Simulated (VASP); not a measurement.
# W (Im-3m) in VASP: settings compared

Aim: see how the results for W move with the level of theory and the settings. Levels: PBEsol, LDA, PBE. Tasks: single point, relaxation of cell and atoms.

All numbers are computed with VASP 6.6.1; they aren't measurements. Logs are shortened: lines on timing, memory, paths and dates and some standing lists are left out, and cuts for length are marked.

## 1. The cell of the first run

The structure is cubic, space group Im-3m (No. 229). The conventional cell has a = 3.154 Å, b = 3.154 Å, c = 3.154 Å, α = 90.00°, β = 90.00°, γ = 90.00°. W (site symmetry m-3m) has 14 W at 2.73 to 3.15 Å within 3.6 Å.

## 2. Single point, PBEsol, non-collinear spin, zero start, spin-orbit coupling

INCAR

```
  ALGO = Normal
  EDIFF = 1E-6
  ENCUT = 520
  GGA = PS
  GGA_COMPAT = False
  ISIF = 2
  ISMEAR = 1
  LASPH = True
  LCHARG = False
  LMAXMIX = 4
  LNONCOLLINEAR = True
  LORBIT = 11
  LORBMOM = True
  LREAL = False
  LSORBIT = True
  LWAVE = False
  MAGMOM = 0 0 0
  NBANDS = 25
  NELM = 150
  PREC = Accurate
  SIGMA = 0.1
```

KPOINTS

```
k-points
0
Gamma
  24 24 24
```

POSCAR

```
W
1.0
   -1.5772252710      1.5772252710      1.5772252710
    1.5772252710     -1.5772252710      1.5772252710
    1.5772252710      1.5772252710     -1.5772252710
W
1
Direct
    0.0000000000      0.0000000000      0.0000000000
```

Potentials or basis: VASP PAW PBE potentials, release 64 (W_sv).

Launch:

```sh
$ cat potpaw_PBE.64/W_sv/POTCAR > POTCAR
$ mpirun -np 1 vasp_ncl > vasp.out
```

OUTCAR:

```text
EDIFF = 1E-6
   ENCUT = 520
   GGA = PS
   ISIF = 2
   ISMEAR = 1
   LASPH = True
   LNONCOLLINEAR = True
   LORBIT = 11
   LREAL = False
   LSORBIT = True
   NELM = 150
   PREC = Accurate

 ion  position               nearest neighbor table
   1  0.000  0.000  0.000-

  LATTYP: Found a body centered cubic cell.
 ALAT       =     3.1544505420

  Lattice vectors:

 A1 = (  -1.5772252710,   1.5772252710,   1.5772252710)
 A2 = (   1.5772252710,  -1.5772252710,   1.5772252710)
 A3 = (   1.5772252710,   1.5772252710,  -1.5772252710)

Analysis of symmetry for initial positions (statically):
=====================================================================
 Subroutine PRICEL returns:
 Original cell was already a primitive cell.

 Routine SETGRP: Setting up the symmetry group for a
 body centered cubic supercell.

 Subroutine GETGRP returns: Found 48 space group operations
 (whereof 48 operations were pure point group operations)
 out of a pool of 48 trial point group operations.

The static configuration has the point symmetry O_h .

Analysis of symmetry for dynamics (positions and initial velocities):
=====================================================================
 Subroutine PRICEL returns:
 Original cell was already a primitive cell.

 Routine SETGRP: Setting up the symmetry group for a
 body centered cubic supercell.

 Subroutine GETGRP returns: Found 48 space group operations
 (whereof 48 operations were pure point group operations)
 out of a pool of 48 trial point group operations.

The dynamic configuration has the point symmetry O_h .

Analysis of structural, dynamic, and magnetic symmetry:
=====================================================================
 Subroutine PRICEL returns:
 Original cell was already a primitive cell.

 Routine SETGRP: Setting up the symmetry group for a
 body centered cubic supercell.

 Subroutine GETGRP returns: Found 48 space group operations
 (whereof 48 operations were pure point group operations)
 out of a pool of 48 trial point group operations.

The overall configuration has the point symmetry O_h .

 Subroutine INISYM returns: Found 48 space group operations
 (whereof 48 operations are pure point group operations),
 and found     1 'primitive' translations

----------------------------------------------------------------------------------------

                                     Primitive cell

  volume of cell :      15.6943

  direct lattice vectors                    reciprocal lattice vectors
    -1.577225271  1.577225271  1.577225271     0.000000000  0.317012420  0.317012420
     1.577225271 -1.577225271  1.577225271     0.317012420  0.000000000  0.317012420
     1.577225271  1.577225271 -1.577225271     0.317012420  0.317012420  0.000000000

  length of vectors
     2.731834304  2.731834304  2.731834304     0.448323264  0.448323264  0.448323264

  position of ions in fractional coordinates (direct lattice)
     0.000000000  0.000000000  0.000000000

  ion indices of the primitive-cell ions
   primitive index   ion index
                 1           1

----------------------------------------------------------------------------------------

 KPOINTS: k-points

Automatic generation of k-mesh.
 Grid dimensions read from file:
 generate k-points for:   24   24   24

 Generating k-lattice:

  Cartesian coordinates                     Fractional coordinates (reciprocal lattice)
     0.000000000  0.013208851  0.013208851     0.041666667  0.000000000  0.000000000
     0.013208851  0.000000000  0.013208851     0.000000000  0.041666667  0.000000000
     0.013208851  0.013208851  0.000000000     0.000000000  0.000000000  0.041666667

  Length of vectors
     0.018680136  0.018680136  0.018680136

  Shift w.r.t. Gamma in fractional coordinates (k-lattice)
     0.000000000  0.000000000  0.000000000

 Subroutine IBZKPT returns following result:
 ===========================================

 Found    413 irreducible k-points:

 Following reciprocal coordinates:
            Coordinates               Weight
  0.000000  0.000000  0.000000      1.000000
  0.041667  0.000000  0.000000     12.000000
  0.083333  0.000000  0.000000     12.000000
  0.125000  0.000000  0.000000     12.000000
  0.166667  0.000000  0.000000     12.000000
  0.208333  0.000000  0.000000     12.000000
[... 16 lines left out ...]
  0.416667  0.041667  0.000000     48.000000
  0.458333  0.041667  0.000000     48.000000
 [... further k-points ...]
   k-points           NKPTS =    413   k-points in BZ     NKDIM =    413   number of bands    NBANDS=     25
   number of dos      NEDOS =    301   number of ions     NIONS =      1
   total plane-waves  NPLWV =   8000
   dimension x,y,z NGX =    20 NGY =   20 NGZ =   20
   dimension x,y,z NGXF=    40 NGYF=   40 NGZF=   40
   ions per type =               1
   NGX,Y,Z   is equivalent  to a cutoff of  12.17, 12.17, 12.17 a.u.
   NGXF,Y,Z  is equivalent  to a cutoff of  24.34, 24.34, 24.34 a.u.
 SYSTEM =  unknown system
   PREC   = accura    normal or accurate (medium, high low for compatibility)
   ISTART =      0    job   : 0-new  1-cont  2-samecut
   ICHARG =      2    charge: 1-file 2-atom 10-const
   ISPIN  =      1    spin polarized calculation?
   LNONCOLLINEAR =      T non collinear calculations
   LSORBIT =      T    spin-orbit coupling
   LASPH  =      T    aspherical Exc in radial PAW
   ENCUT  =  520.0 eV  38.22 Ry    6.18 a.u.   5.08  5.08  5.08*2*pi/ulx,y,z
   NELM   =    150;   NELMIN=  2; NELMDL= -5     # of ELM steps
   EDIFF  = 0.1E-05   stopping-criterion for ELM
   LREAL  =      F    real-space projection
   EDIFFG = 0.1E-04   stopping-criterion for IOM
   NSW    =      0    number of steps for IOM
   IBRION =     -1    ionic relax: 0-MD 1-quasi-New 2-CG
   NFREE  =      0    steps in history (QN), initial steepest desc. (CG)
   ISIF   =      2    stress and relaxation
   ISYM   =      2    0-nonsym 1-usesym 2-fastsym
   POTIM  = 0.5000    time-step for ionic-motion
   TEBEG  =    0.0;   TEEND  =   0.0 temperature during run
   PSTRESS=    0.0 pullay stress
   NELECT =      14.0000    total number of electrons
   NUPDOWN=      -1.0000    fix difference up-down
   EMIN   =  10.00;   EMAX   =-10.00  energy-range for DOS
   EFERMI =   0.00;   METHOD = LEGACY
   ISMEAR =     1;   SIGMA  =   0.10  broadening in eV -4-tet -1-fermi 0-gaus
   EFERMI_NEDOS =   21; number of points for ismear=-14 and -15
   IALGO  =     38    algorithm
   IMIX   =      4    mixing-type and parameters
     AMIX     =   0.40;   BMIX     =  1.00
     AMIX_MAG =   1.60;   BMIX_MAG =  1.00
  volume/ion in A,a.u.               =      15.69       105.91
  Fermi-wavevector in a.u.,A,eV,Ry     =   1.575931  2.978077 33.790853  2.483558
  Thomas-Fermi vector in A             =   2.676840
   LORBIT       =     11    0 simple, 1 ext, 2 COOP (PROOUT), +10 PAW based schemes
   GGA     = PS    functional components
   LHFCALC =     F    Hartree Fock is set to
   AEXX    =    0.0000 exact exchange contribution
   IVDW    =     0    specifies the selected vdW correction
   LEPSILON=     F    determine dielectric tensor
   LRPA    =     F    only Hartree local field effects (RPA)
 Methfessel and Paxton  Order N= 1 SIGMA  =   0.10
  energy-cutoff  :      520.00
  volume of cell :       15.69
 maximum number of plane-waves:       876
   NGX = 11   NGY = 11   NGZ = 11

 number of electron      14.0000000 magnetization       0.0000000      0.0000000      0.0000000

 number of electron      14.0000005 magnetization      -0.0000000     -0.0000000      0.0000000

 number of electron      14.0000005 magnetization       0.0000000      0.0000000     -0.0000000

 Free energy of the ion-electron system (eV)
  ---------------------------------------------------
  ext. energy  EPLUGINS =         0.00000000
  ---------------------------------------------------
  free energy    TOTEN  =       -14.62679099 eV

  energy without entropy =      -14.62651445  energy(sigma->0) =      -14.62669881

 E-fermi :  11.4876     XC(G=0): -13.8170

 val. band max:       11.4759813258   @ k =   0.1667   0.0000   0.0000
 cond. band min:      11.4895445879   @ k =  -0.2500   0.2500   0.1250
 fundamental gap:      0.0135632620
 Fermi energy:        11.4875715240

 k-point     1 :       0.0000    0.0000    0.0000
  band No.  band energies     occupation
      1     -62.7230      1.00000
      2     -62.7230      1.00000
      3     -32.3662      1.00000
      4     -32.3662      1.00000
      5     -23.3599      1.00000
      6     -23.3599      1.00000
[... 17 lines left out ...]
     24      25.9861      0.00000
     25      25.9861      0.00000

 k-point     2 :       0.0417    0.0000    0.0000
  band No.  band energies     occupation
      1     -62.7206      1.00000
      2     -62.7206      1.00000
      3     -32.3728      1.00000
      4     -32.3728      1.00000
      5     -23.3832      1.00000
      6     -23.3832      1.00000
[... 17 lines left out ...]
     24      26.1318      0.00000
     25      26.2033      0.00000

 k-point     3 :       0.0833    0.0000    0.0000
  band No.  band energies     occupation
      1     -62.7137      1.00000
      2     -62.7137      1.00000
      3     -32.3921      1.00000
      4     -32.3921      1.00000
      5     -23.4506      1.00000
      6     -23.4506      1.00000
[... 552 lines left out ...]
 k-point    23 :       0.4167    0.0417    0.0000
  band No.  band energies     occupation
      1     -62.5869      1.00000
      2     -62.5869      1.00000
      3     -32.7487      1.00000
      4     -32.7487      1.00000
      5     -24.5293      1.00000
      6     -24.5293      1.00000
[... 17 lines left out ...]
     24      23.4815      0.00000
     25      29.1127      0.00000

 k-point    24 :       0.4583    0.0417    0.0000
  band No.  band energies     occupation
      1     -62.5822      1.00000
      2     -62.5822      1.00000
      3     -32.7622      1.00000
      4     -32.7622      1.00000
      5     -24.5655      1.00000
      6     -24.5655      1.00000
[... 17 lines left out ...]
     24      23.1372      0.00000
     25      28.4777      0.00000

 [... further k-points ...]

------------------------ aborting loop because EDIFF is reached ----------------------------------------

  FORCE on cell =-STRESS in cart. coord.  units (eV):
  Direction    XX          YY          ZZ          XY          YZ          ZX
  --------------------------------------------------------------------------------------
  -------------------------------------------------------------------------------------
  Total        0.1460005      0.1460005      0.1460005      0.0000000      0.0000000     -0.0000000
  in kB       14.9047157     14.9047157     14.9047157      0.0000000      0.0000000     -0.0000000
  external PRESSURE =      14.9047157 kB  Pullay stress =       0.0000000 kB

 VOLUME and BASIS-vectors are now :
 -----------------------------------------------------------------------------
  energy-cutoff  :      520.00
  volume of cell :       15.69
      direct lattice vectors                 reciprocal lattice vectors
    -1.577225271  1.577225271  1.577225271     0.000000000  0.317012420  0.317012420
     1.577225271 -1.577225271  1.577225271     0.317012420  0.000000000  0.317012420
     1.577225271  1.577225271 -1.577225271     0.317012420  0.317012420  0.000000000

 POSITION                                       TOTAL-FORCE (eV/Angst)
 -----------------------------------------------------------------------------------
      0.00000      0.00000      0.00000         0.000000     -0.000000      0.000000
 -----------------------------------------------------------------------------------
    total drift:                                0.000000     -0.000000      0.000000

  FREE ENERGIE OF THE ION-ELECTRON SYSTEM (eV)
  ---------------------------------------------------
  free  energy   TOTEN  =       -14.6267909919 eV

  energy  without entropy=      -14.6265144503  energy(sigma->0) =      -14.62669881

 orbital moment (x)

 # of ion     p       d       tot
 ----------------------------------------
  1         0.000   0.000   0.000
 ----------------------------------------
            0.000   0.000   0.000

 orbital moment (y)

 # of ion     p       d       tot
 ----------------------------------------
  1         0.000  -0.000  -0.000
 ----------------------------------------
            0.000  -0.000  -0.000

 orbital moment (z)

 # of ion     p       d       tot
 ----------------------------------------
  1         0.000  -0.000  -0.000
 ----------------------------------------
            0.000  -0.000  -0.000

 Spin-Orbit-Coupling matrix elements

 Ion:    1  E_soc:     -1.6266368
 l=   1
     0.0000000    -0.2289749    -0.2289749
    -0.2289749     0.0000000    -0.2289749
    -0.2289749    -0.2289749     0.0000000
 l=   2
     0.0000000    -0.0107550     0.0000000    -0.0107550    -0.0313761
    -0.0107550     0.0000000    -0.0235321    -0.0107550    -0.0078440
     0.0000000    -0.0235321     0.0000000    -0.0235321     0.0000000
    -0.0107550    -0.0107550    -0.0235321     0.0000000    -0.0078440
    -0.0313761    -0.0078440     0.0000000    -0.0078440     0.0000000
 l=   3
     0.0000000     0.0000000     0.0000000     0.0000000     0.0000000     0.0000000     0.0000000
     0.0000000     0.0000000     0.0000000     0.0000000     0.0000000     0.0000000     0.0000000
     0.0000000     0.0000000     0.0000000     0.0000000     0.0000000     0.0000000     0.0000000
     0.0000000     0.0000000     0.0000000     0.0000000     0.0000000     0.0000000     0.0000000
     0.0000000     0.0000000     0.0000000     0.0000000     0.0000000     0.0000000     0.0000000
     0.0000000     0.0000000     0.0000000     0.0000000     0.0000000     0.0000000     0.0000000
     0.0000000     0.0000000     0.0000000     0.0000000     0.0000000     0.0000000     0.0000000

 total charge

# of ion       s       p       d       tot
------------------------------------------
    1        2.406   6.353   3.383  12.141

 magnetization (x)

# of ion       s       p       d       tot
------------------------------------------
    1       -0.000   0.000   0.000   0.000

 magnetization (y)

# of ion       s       p       d       tot
------------------------------------------
    1        0.000   0.000   0.000   0.000

 magnetization (z)

# of ion       s       p       d       tot
------------------------------------------
    1       -0.000   0.000   0.000  -0.000
```

Run time: 98 s. Hardware: 1 thread of Intel Xeon 6975P-C (Granite Rapids), shared host; peak memory 0.34 GiB.

Results:

```
Free energy                                           : -14.6268 eV
Pressure                                              : 1.5 GPa
Net moment                                            : 0.00 μB per cell
Valence electrons inside the program's atomic spheres : W 12.14
```

Moments on the atoms (μB; x, y, z):
```
W   0.00 0.00 0.00
```

Caveat: the PAW data sets were made with another functional, which shifts forces and pressure a little.

## 3. Single point, LDA

This run uses another cell than the first one, of 15.41 Å³/atom.

INCAR

```
ALGO     = Normal         # electronic algorithm
EDIFF    = 1E-7           # SCF threshold, eV
ENCUT    = 520            # plane-wave cutoff, eV
ISIF     = 2              # what is computed and relaxed
ISMEAR   = 1              # smearing method
LASPH    = T              # aspherical terms in the spheres
LCHARG   = F              # write CHGCAR
LREAL    = F              # projectors in reciprocal space
LWAVE    = F              # write WAVECAR
NBANDS   = 13             # bands
NELM     = 100            # most SCF steps
PREC     = Accurate       # precision mode
SIGMA    = 0.1            # smearing width, eV
```

KPOINTS is that of step 2.

POSCAR

```
W
1.0
   -1.5676484298      1.5676484298      1.5676484298
    1.5676484298     -1.5676484298      1.5676484298
    1.5676484298      1.5676484298     -1.5676484298
W
1
Direct
    0.0000000000      0.0000000000      0.0000000000
```

Potentials or basis: VASP PAW LDA potentials, release 64 (W_sv).

Launch:

```sh
$ cat potpaw_LDA.64/W_sv/POTCAR > POTCAR
$ mpirun -np 1 vasp_std > vasp.out
```

Wall time 51 s (1 thread of Intel Xeon 8259CL, shared host); peak memory 0.19 GiB.

It converged, with:

| Quantity | Value |
| --- | --- |
| Free energy | -14.1060 eV |
| Pressure | 1.9 GPa |
| Band gap on the k mesh | zero (bands 7 and 8 overlap by 6.66 eV) |

Levels at points of the mesh, in eV from the Fermi level:
```tsv
k point	band 3	band 4	band 5	band 6	band 7	band 8	band 9	band 10	band 11	band 12
(0.00, 0.00, 0.00)	-37.55	-37.55	-9.77	-1.39	-1.39	-1.39	2.18	2.18	14.56	14.56
(0.50, 0.00, 0.00)	-38.02	-37.56	-6.52	-3.80	0.86	2.10	3.10	6.32	11.48	11.56
(0.50, 0.50, 0.50)	-38.55	-38.55	-6.16	-6.16	5.28	5.28	5.28	8.51	8.51	8.51
```

Caveat: spin-orbit coupling is left out, which moves the levels of the heavy elements.

## 4. Single point, PBE

This run uses another cell than the first one, of 16.14 Å³/atom.

INCAR

```
PREC = Accurate
ENCUT = 520
EDIFF = 1E-7
ISMEAR = 1
SIGMA = 0.1
LREAL = F
LASPH = T
NELM = 80
ALGO = Normal
ISIF = 2
LWAVE = F
LCHARG = F
GGA = PE
NBANDS = 13
```

KPOINTS

```
Automatic mesh
0
Gamma
  24 24 24
```

POSCAR

```
W
1.0
   -1.5920005746      1.5920005746      1.5920005746
    1.5920005746     -1.5920005746      1.5920005746
    1.5920005746      1.5920005746     -1.5920005746
W
1
Direct
    0.0000000000      0.0000000000      0.0000000000
```

Potentials or basis: VASP PAW PBE potentials, release 64 (W_sv).

Launch:

```sh
$ cat potpaw_PBE.64/W_sv/POTCAR > POTCAR
$ mpirun -np 1 vasp_std > vasp.out
```

It took 59 s on 1 thread of Intel Xeon 8259CL, shared host; peak memory 0.21 GiB.

Results (log left out):

| Property | Result |
| --- | --- |
| Free energy | -12.9562 eV |
| Pressure | 0.4 GPa |
| Band gap on the k mesh | zero (bands 7 and 8 overlap by 6.24 eV) |

Levels at points of the mesh, in eV from the Fermi level:
```
           k point  band 3  band 4  band 5  band 6  band 7  band 8  band 9  band 10  band 11  band 12
(0.00, 0.00, 0.00)  -37.83  -37.83   -9.57   -1.24   -1.24   -1.24    2.18     2.18    14.44    14.44
(0.50, 0.00, 0.00)  -38.23  -37.84   -6.20   -3.52    0.58    2.07    3.02     5.95    10.76    11.40
(0.50, 0.50, 0.50)  -38.69  -38.69   -5.73   -5.73    5.00    5.00    5.00     8.07     8.07     8.07
```

Caveat: spin-orbit coupling is left out, which moves the levels of the heavy elements.

(Continued in part 2 of 2.)
